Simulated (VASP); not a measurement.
AlZn: relaxation of cell and atoms with PBE

The system is AlZn.

```
Al Zn
1.0
     0.00000    2.65204    2.65204
     2.65204    0.00000    2.65204
     2.65204    2.65204    0.00000
Al Zn
1 1
Direct
  0.00000 0.00000 0.00000
  0.50000 0.50000 0.50000
```

```
Program                : VASP 6.6.1
Task                   : relaxation of cell and atoms
Functional             : PBE
Potentials or basis    : VASP PAW PBE potentials, release 64 (Al, Zn)
Cutoff                 : 600 eV
k mesh                 : 18 × 18 × 18
Occupations            : gaussian, width 0.1 eV
Spin                   : no spin polarisation
Dipole correction      : no
Further INCAR settings : ALGO = Fast; EDIFF = 1e-07; IBRION = 2; EDIFFG = -0.01; NSW = 100; ISIF = 3
```

```json
{
  "Relaxed volume": "18.73 Å³/atom",
  "Relaxed cell": "a = 3.756 Å, b = 3.756 Å, c = 3.756 Å, α = 60.00°, β = 60.00°, γ = 60.00°",
  "Space group after relaxing (to 0.1 Å)": "Fm-3m (No. 225)",
  "Energy gained by relaxing": "0.1 meV/atom",
  "Ionic steps": "2",
  "Pressure after relaxing": "0.0 GPa",
  "Band gap on the k mesh": "zero (an odd number of electrons rules out a gap without spin polarisation)"
}
```

The path:
| step | energy change (eV) | largest force (eV/Å) | pressure (GPa) | volume (Å³) |
| --- | --- | --- | --- | --- |
| 1 | 0.0000 | 0.0000 | 0.24 | 37.31 |
| 2 | -0.0001 | 0.0000 | 0.04 | 37.46 |

Final structure:
```cif
data_structure
_symmetry_space_group_name_H-M 'P 1'
_symmetry_Int_Tables_number 1
_cell_length_a 3.7556
_cell_length_b 3.7556
_cell_length_c 3.7556
_cell_angle_alpha 60.000
_cell_angle_beta 60.000
_cell_angle_gamma 60.000
_cell_volume 37.46
loop_
_atom_site_label
_atom_site_type_symbol
_atom_site_fract_x
_atom_site_fract_y
_atom_site_fract_z
_atom_site_occupancy
Al1 Al 0.00000 0.00000 0.00000 1
Zn1 Zn 0.50000 0.50000 0.50000 1
```

Levels at points of the mesh, in eV from the Fermi level:
```
           k point  band 4  band 5  band 6  band 7  band 8  band 9  band 10  band 11
(0.00, 0.00, 0.00)   -7.37   -7.37   -7.37    4.00    4.00    4.00     7.72     7.72
(0.50, 0.00, 0.00)   -7.25   -7.25   -5.60   -5.20    4.18    4.18     4.53     4.53
(0.50, 0.50, 0.00)   -7.21   -7.21   -4.21   -3.65    0.24    0.24     1.06     3.93
```

Run time: 81 s on 1 thread of Intel(R) Xeon(R) 6975P-C (Granite Rapids) (shared host), peak memory 0.25 GiB.
